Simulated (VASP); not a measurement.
# W (Fm-3m) in VASP: density of states with PBEsol

Aim: the density of states of W with PBEsol.

Everything below comes from runs of VASP 6.6.1. Logs are shortened: lines on timing, memory, paths and dates and some standing lists are left out, and cuts for length are marked.

## 1. The cell of the first run

It takes space group Fm-3m (No. 225, cubic). The conventional cell has a = 3.998 Å, b = 3.998 Å, c = 3.998 Å, α = 90.00°, β = 90.00°, γ = 90.00°. W (site symmetry m-3m) has 12 W at 2.83 Å within 3.7 Å.

## 2. Density of states, PBEsol

The input, POSCAR:

```
W
1.0
    0.0000000000      1.9990988025      1.9990988025
    1.9990988025      0.0000000000      1.9990988025
    1.9990988025      1.9990988025      0.0000000000
W
1
Direct
    0.0000000000      0.0000000000      0.0000000000
```

The input, INCAR.step1:

```
SYSTEM = W
ALGO     = Normal         ! electronic algorithm
EDIFF    = 1E-6           ! SCF threshold, eV
ENCUT    = 520            ! plane-wave cutoff, eV
GGA      = PS             ! functional
ISIF     = 2              ! what is computed and relaxed
ISMEAR   = -1             ! smearing method
LASPH    = .True.         ! aspherical terms in the spheres
LCHARG   = .True.         ! write CHGCAR
LMAXMIX  = 4              ! l up to which the mixer works
LREAL    = .False.        ! projectors in reciprocal space
LWAVE    = .False.        ! write WAVECAR
NBANDS   = 13             ! bands
NELM     = 100            ! most SCF steps
PREC     = Accurate       ! precision mode
SIGMA    = 0.05           ! smearing width, eV
```

The input, KPOINTS.step1:

```
k-points
0
Gamma
  18 18 18
  0 0 0
```

The input, INCAR.step2:

```
SYSTEM = W
ALGO     = Normal         ! electronic algorithm
EDIFF    = 1E-6           ! SCF threshold, eV
ENCUT    = 520            ! plane-wave cutoff, eV
GGA      = PS             ! functional
ICHARG   = 11             ! starting density
ISIF     = 2              ! what is computed and relaxed
ISMEAR   = -5             ! smearing method
LASPH    = .True.         ! aspherical terms in the spheres
LCHARG   = .False.        ! write CHGCAR
LMAXMIX  = 4              ! l up to which the mixer works
LORBIT   = 11             ! projections on sites
LREAL    = .False.        ! projectors in reciprocal space
LWAVE    = .False.        ! write WAVECAR
NBANDS   = 13             ! bands
NEDOS    = 2001           ! points of the DOS
NELM     = 100            ! most SCF steps
PREC     = Accurate       ! precision mode
SIGMA    = 0.05           ! smearing width, eV
```

The input, KPOINTS.step2:

```
k-points
0
Gamma
  27 27 27
  0 0 0
```

Potentials or basis: VASP PAW PBE potentials, release 64 (W_sv).

Launch:

```sh
cat potpaw_PBE.64/W_sv/POTCAR > POTCAR
cp INCAR.step1 INCAR
cp KPOINTS.step1 KPOINTS
mpirun -np 1 vasp_std > vasp.out
cp INCAR.step2 INCAR
cp KPOINTS.step2 KPOINTS
mpirun -np 1 vasp_std > vasp.out
```

OUTCAR:

```text
SYSTEM = W
   EDIFF = 1E-6
   ENCUT = 520
   GGA = PS
   ICHARG = 11
   ISIF = 2
   ISMEAR = -5
   LASPH = .True.
   LORBIT = 11
   LREAL = .False.
   NELM = 100
   PREC = Accurate

 ion  position               nearest neighbor table
   1  0.000  0.000  0.000-

  LATTYP: Found a face centered cubic cell.
 ALAT       =     3.9981976050

  Lattice vectors:

 A1 = (   0.0000000000,   1.9990988025,   1.9990988025)
 A2 = (   1.9990988025,   0.0000000000,   1.9990988025)
 A3 = (   1.9990988025,   1.9990988025,   0.0000000000)

Analysis of symmetry for initial positions (statically):
=====================================================================
 Subroutine PRICEL returns:
 Original cell was already a primitive cell.

 Routine SETGRP: Setting up the symmetry group for a
 face centered cubic supercell.

 Subroutine GETGRP returns: Found 48 space group operations
 (whereof 48 operations were pure point group operations)
 out of a pool of 48 trial point group operations.

The static configuration has the point symmetry O_h .

Analysis of symmetry for dynamics (positions and initial velocities):
=====================================================================
 Subroutine PRICEL returns:
 Original cell was already a primitive cell.

 Routine SETGRP: Setting up the symmetry group for a
 face centered cubic supercell.

 Subroutine GETGRP returns: Found 48 space group operations
 (whereof 48 operations were pure point group operations)
 out of a pool of 48 trial point group operations.

The dynamic configuration has the point symmetry O_h .

 Subroutine INISYM returns: Found 48 space group operations
 (whereof 48 operations are pure point group operations),
 and found     1 'primitive' translations

----------------------------------------------------------------------------------------

                                     Primitive cell

  volume of cell :      15.9784

  direct lattice vectors                    reciprocal lattice vectors
     0.000000000  1.999098803  1.999098803    -0.250112700  0.250112700  0.250112700
     1.999098803  0.000000000  1.999098803     0.250112700 -0.250112700  0.250112700
     1.999098803  1.999098803  0.000000000     0.250112700  0.250112700 -0.250112700

  length of vectors
     2.827152639  2.827152639  2.827152639     0.433207905  0.433207905  0.433207905

  position of ions in fractional coordinates (direct lattice)
[... 83 lines left out ...]
   IBRION =     -1    ionic relax: 0-MD 1-quasi-New 2-CG
   NFREE  =      0    steps in history (QN), initial steepest desc. (CG)
   ISIF   =      2    stress and relaxation
   ISYM   =      2    0-nonsym 1-usesym 2-fastsym
   POTIM  = 0.5000    time-step for ionic-motion
   TEBEG  =    0.0;   TEEND  =   0.0 temperature during run
   PSTRESS=    0.0 pullay stress
   NELECT =      14.0000    total number of electrons
   NUPDOWN=      -1.0000    fix difference up-down
   EMIN   =  10.00;   EMAX   =-10.00  energy-range for DOS
   EFERMI =   0.00;   METHOD = LEGACY
   ISMEAR =    -5;   SIGMA  =   0.05  broadening in eV -4-tet -1-fermi 0-gaus
   EFERMI_NEDOS =   21; number of points for ismear=-14 and -15
   IALGO  =     38    algorithm
   IMIX   =      4    mixing-type and parameters
     AMIX     =   0.40;   BMIX     =  1.00
     AMIX_MAG =   1.60;   BMIX_MAG =  1.00
  volume/ion in A,a.u.               =      15.98       107.83
  Fermi-wavevector in a.u.,A,eV,Ry     =   1.566534  2.960321 33.389103  2.454030
  Thomas-Fermi vector in A             =   2.668848
   LORBIT       =     11    0 simple, 1 ext, 2 COOP (PROOUT), +10 PAW based schemes
   GGA     = PS    functional components
   LHFCALC =     F    Hartree Fock is set to
   AEXX    =    0.0000 exact exchange contribution
   IVDW    =     0    specifies the selected vdW correction
   LEPSILON=     F    determine dielectric tensor
   LRPA    =     F    only Hartree local field effects (RPA)
 non-spin polarized calculation
 Fermi weights with tetrahedron method with Bloechl corrections
  energy-cutoff  :      520.00
  volume of cell :       15.98
 maximum number of plane-waves:       444
 NGX is ok and might be reduce to    24

 number of electron      14.0000000 magnetization

 Free energy of the ion-electron system (eV)
  ---------------------------------------------------
  ext. energy  EPLUGINS =         0.00000000
  ---------------------------------------------------
  free energy    TOTEN  =       -13.30905049 eV

  energy without entropy =      -13.30905049  energy(sigma->0) =      -13.30905049

 E-fermi :  10.6744     XC(G=0): -13.7062

 val. band max:       10.6918720905   @ k =  -0.4074   0.0741   0.0000
 cond. band min:      10.6608331336   @ k =  -0.2593   0.1111   0.0370
 fundamental gap:     -0.0310389569
 Fermi energy:        10.6743593015

 k-point     1 :       0.0000    0.0000    0.0000
  band No.  band energies     occupation
      1     -62.8927      2.00000
      2     -26.4831      2.00000
      3     -26.4831      2.00000
      4     -26.4831      2.00000
      5       1.5425      2.00000
      6      10.0918      2.00000
      7      10.0918      2.00000
      8      10.0918      2.00000
      9      13.3300      0.00000
     10      13.3300      0.00000
     11      23.5481      0.00000
     12      28.8621      0.00000
     13      28.8621      0.00000
[... 354 lines left out ...]
  band No.  band energies     occupation
      1     -62.7940      2.00000
      2     -27.5193      2.00000
      3     -26.6343      2.00000
      4     -26.6215      2.00000
      5       4.8115      2.00000
      6       9.7844      2.00000
      7      10.0785      2.00000
      8      10.2169      2.00000
      9      14.5430      0.00000
     10      15.0102      0.00000
     11      22.4096      0.00000
     12      25.8900      0.00000
     13      31.6328      0.00000

 [... further k-points ...]
[... 5 lines left out ...]
  --------------------------------------------------------------------------------------
  -------------------------------------------------------------------------------------
  Total        0.0613728      0.0613728      0.0613728     -0.0000000      0.0000000      0.0000000
  in kB        6.1539498      6.1539498      6.1539498     -0.0000000      0.0000000      0.0000000
  external PRESSURE =       6.1539498 kB  Pullay stress =       0.0000000 kB

 VOLUME and BASIS-vectors are now :
 -----------------------------------------------------------------------------
  energy-cutoff  :      520.00
  volume of cell :       15.98
      direct lattice vectors                 reciprocal lattice vectors
     0.000000000  1.999098803  1.999098803    -0.250112700  0.250112700  0.250112700
     1.999098803  0.000000000  1.999098803     0.250112700 -0.250112700  0.250112700
     1.999098803  1.999098803  0.000000000     0.250112700  0.250112700 -0.250112700

 POSITION                                       TOTAL-FORCE (eV/Angst)
 -----------------------------------------------------------------------------------
      0.00000      0.00000      0.00000         0.000000      0.000000      0.000000
 -----------------------------------------------------------------------------------
    total drift:                                0.000000     -0.000000      0.000000

  FREE ENERGIE OF THE ION-ELECTRON SYSTEM (eV)
  ---------------------------------------------------
  free  energy   TOTEN  =       -13.3090504894 eV

  energy  without entropy=      -13.3090504894  energy(sigma->0) =      -13.30905049

 total charge

# of ion       s       p       d       tot
------------------------------------------
    1        2.416   6.322   3.362  12.100
```

It took 30 s on 1 thread of Intel Xeon 6975P-C (Granite Rapids), shared host; peak memory 0.22 GiB.

Results:

* Valence electrons inside the program's atomic spheres: W 12.10

Caveat: the PAW data sets were made with another functional, which shifts forces and pressure a little; spin-orbit coupling is left out, which moves the levels of the heavy elements; tetrahedron occupations give inexact forces and stress in metals.
